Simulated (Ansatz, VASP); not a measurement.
## Two plane-wave programs on Ag

Contents of INCAR:

```
SYSTEM = Ag
PREC = Accurate
ENCUT = 500
EDIFF = 1E-6
ISMEAR = 1
SIGMA = 0.1
LREAL = .False.
LASPH = .True.
NELM = 120
ALGO = Normal
ISIF = 2
LWAVE = .False.
LCHARG = .False.
NBANDS = 18
GGA_COMPAT = .False.
```

File KPOINTS:

```
Automatic mesh
0
Gamma
  18 18 10
  0 0 0
```

The input POSCAR:

```
Ag
1.0
    2.9299980804      0.0000000000      0.0000000000
   -1.4649990402      2.5374527707      0.0000000000
    0.0000000000      0.0000000000      5.3288750000
Ag
2
Direct
    0.3333333333      0.6666666667      0.2500000000
    0.6666666667      0.3333333333      0.7500000000
```

Input for Ansatz:

```yaml
crystal:
  lattice:
    - [2.9299980804, 0.0, 0.0]
    - [-1.4649990402, 2.5374527707, 0.0]
    - [0.0, 0.0, 5.328875]
  atoms:
    - { symbol: Ag, position: [0.3333333333, 0.6666666667, 0.25] }
    - { symbol: Ag, position: [0.6666666667, 0.3333333333, 0.75] }
basis:
  ecutwfc: 420
kpoints:
  mp_grid: { grid: [18, 18, 10] }
hamiltonian:
  xc: lda
scf:
  occupations: { method: methfessel_paxton, width: 0.1 }
output:
  forces: true
  stress: true
  eigenvalues: true
```

Change from the starting cell: strain +0.1125 x Voigt [0, 0, 1, 0, 0, 0], atoms carried along.

Alike in both runs: task single point; functional LDA; k mesh 18 × 18 × 10; occupations methfessel-paxton of order 1, width 0.1 eV; no spin polarisation.

|  | VASP | Ansatz |
| --- | --- | --- |
| version | VASP 6.6.1 | Ansatz 0.2.0 |
| potentials or method | VASP PAW LDA potentials, release 64 (Ag), cutoff 500 eV | scalar-relativistic, plane waves, PAW |
| valence electrons in the cell | 22 | 38 |

```csv
,VASP,Ansatz,Ansatz less VASP
gap on the k mesh at the Fermi level (eV),none,none,-
pressure (GPa),-14.9,-15.0,-0.18
"traceless stress, the component that is largest in VASP (GPa)",-2.45,-2.40,+0.050
```

LDA's correlation is that of Perdew and Zunger in VASP and of Perdew and Wang (1992) in Ansatz. A gap of «none» marks a metal or a gap that the smearing closes. VASP's potentials hold 22 valence electrons a cell and Ansatz's 38, so a difference there can come from the potentials and not from the codes.
